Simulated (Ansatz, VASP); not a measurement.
**One calculation of Mg2F3, two programs**

File INCAR:

```
SYSTEM = Mg2F3
  ALGO = Normal
  EDIFF = 1E-7
  EDIFFG = -0.01
  ENCUT = 600
  GGA = PE
  IBRION = 2
  ISIF = 3
  ISMEAR = 0
  LASPH = .TRUE.
  LCHARG = .FALSE.
  LREAL = .FALSE.
  LWAVE = .FALSE.
  NELM = 80
  NSW = 100
  PREC = Accurate
  SIGMA = 0.1
```

File KPOINTS:

```
k-points
0
G
  12 12 12
  0 0 0
```

Contents of POSCAR:

```
Mg2F3
1.0
    1.6670836240      0.9624911791      7.6375112562
   -1.6670836240      0.9624911791      7.6375112562
    0.0000000000     -1.9249823582      7.6375112562
Mg F
2 3
Direct
    0.3978951548      0.3978951548      0.3978951548
    0.6021048452      0.6021048452      0.6021048452
    0.0000000000      0.0000000000      0.0000000000
    0.2383610356      0.2383610356      0.2383610356
    0.7616389644      0.7616389644      0.7616389644
```

Input for Ansatz:

```yaml
crystal:
  lattice:
    - [1.667083624, 0.9624911791, 7.6375112562]
    - [-1.667083624, 0.9624911791, 7.6375112562]
    - [0.0, -1.9249823582, 7.6375112562]
  atoms:
    - { symbol: Mg, position: [0.3978951548, 0.3978951548, 0.3978951548] }
    - { symbol: Mg, position: [0.6021048452, 0.6021048452, 0.6021048452] }
    - { symbol: F, position: [0.0, 0.0, 0.0] }
    - { symbol: F, position: [0.2383610356, 0.2383610356, 0.2383610356] }
    - { symbol: F, position: [0.7616389644, 0.7616389644, 0.7616389644] }
basis:
  ecutwfc: 420
kpoints:
  mp_grid: { grid: [12, 12, 12] }
hamiltonian:
  xc: pbe
scf:
  occupations: { method: gaussian, width: 0.1 }
output:
  forces: true
  stress: true
  eigenvalues: true
relax:
  adjacent_minimum: "off"
  f_tol: 0.01
  max_steps: 80
  cell: { stress_tol: 0.05 }
```

Alike in both runs: task relaxation of cell and atoms; functional PBE; k mesh 12 × 12 × 12; occupations gaussian, width 0.1 eV; no spin polarisation.

|  | VASP | Ansatz |
| --- | --- | --- |
| version | VASP 6.6.1 | Ansatz 0.2.0 |
| potentials or method | VASP PAW PBE potentials, release 64 (Mg, F), cutoff 600 eV | scalar-relativistic, plane waves, PAW |
| valence electrons in the cell | 25 | 41 |

|  | VASP | Ansatz | Ansatz less VASP |
| --- | --- | --- | --- |
| gap on the k mesh at the Fermi level, each at its own relaxed structure (eV) | none | none | - |
| relaxed volume (Å³/atom) | 14.64 | 14.98 | +0.340 |
| relaxed length of the cell vector where the two differ most in proportion (Å) | 7.871 | 8.005 | +0.1346 |

A gap of «none» marks a metal or a gap that the smearing closes. VASP's potentials hold 25 valence electrons a cell and Ansatz's 41, so a difference there can come from the potentials and not from the codes.
